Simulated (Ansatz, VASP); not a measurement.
# C in VASP and in Ansatz

```
C
1.0
     1.25342    0.72366   10.47133
    -1.25342    0.72366   10.47133
     0.00000   -1.44733   10.47133
C
10
Direct
  0.02482 0.02482 0.02482
  0.97518 0.97518 0.97518
  0.10869 0.10869 0.10869
  0.89131 0.89131 0.89131
  0.15837 0.15837 0.15837
  0.84163 0.84163 0.84163
  0.37486 0.37486 0.37486
  0.62514 0.62514 0.62514
  0.42532 0.42532 0.42532
  0.57468 0.57468 0.57468
```

Change from the starting cell: strain +0.0150 x Voigt [0, 0, 1, 0, 0, 0], atoms carried along.

Alike in both runs: task single point; functional PBEsol; k mesh 12 × 12 × 12; occupations gaussian, width 0.05 eV; no spin polarisation.

```csv
,VASP,Ansatz
version,VASP 6.6.1,Ansatz 0.2.0
potentials or method,"VASP PAW PBE potentials, release 64 (C), cutoff 520 eV","scalar-relativistic, plane waves, PAW"
valence electrons in the cell,40,40
```

```tsv
	VASP	Ansatz	Ansatz less VASP
gap on the k mesh at the Fermi level (eV)	4.44	4.44	+0.005
least direct gap on the mesh (eV)	5.07	5.07	+0.002
pressure (GPa)	-5.4	-6.4	-1.02
traceless stress, the component that is largest in VASP (GPa)	-11.69	-11.57	+0.123
rms of the force components (eV/Å)	0.016	0.012	-0.0039
```

VASP's potentials were made for PBE, not for PBEsol. Atom by atom the forces differ by 0.005 eV/Å (rms over components).
